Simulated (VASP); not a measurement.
SiPdRu5, 7 atoms in the cell. Symmetry: P6/mmm, No. 191, hexagonal system. The conventional cell has a = 7.635 Å, b = 7.635 Å, c = 4.390 Å, α = 90.00°, β = 90.00°, γ = 120.00°. Si (site symmetry 6/mmm) has 2 Pd at 2.20 Å within 2.9 Å. Ru (site symmetry -6m2) has 3 Ru at 2.20 Å within 2.9 Å. Within 2.9 Å of Ru (site symmetry mmm) lie 2 Ru at 2.20 Å. Within 2.9 Å of Pd (site symmetry 6/mmm) lie 2 Si at 2.20 Å. The cell was built from a structure type or drawn by symmetry, and may not be a known phase.

- Program: VASP 6.6.1
- Task: single point
- Functional: PBE
- Potentials or basis: VASP PAW PBE potentials, release 64 (Si, Ru_pv, Pd)
- Cutoff: 500 eV
- k mesh: 4 × 4 × 4
- Occupations: gaussian, width 0.2 eV
- Spin: no spin polarisation
- Dipole correction: no
- Further INCAR settings: ALGO = Normal; EDIFF = 1e-06; NBANDS = 51

Potentials or basis: VASP PAW PBE potentials, release 64 (Si, Ru_pv, Pd).

Run with:

```sh
$ cat potpaw_PBE.64/Si/POTCAR potpaw_PBE.64/Ru_pv/POTCAR potpaw_PBE.64/Pd/POTCAR > POTCAR
$ mpirun -np 1 vasp_std > vasp.out
```

Hardware: 1 thread of Intel Xeon 8259CL (shared host).

Problem. How long does it take, and how much memory?

Solution. Run time: 3.4 min on 1 thread of Intel Xeon 8259CL, with other jobs on the host, peak memory 0.37 GiB. Counts: scf iterations 16, k points 12.
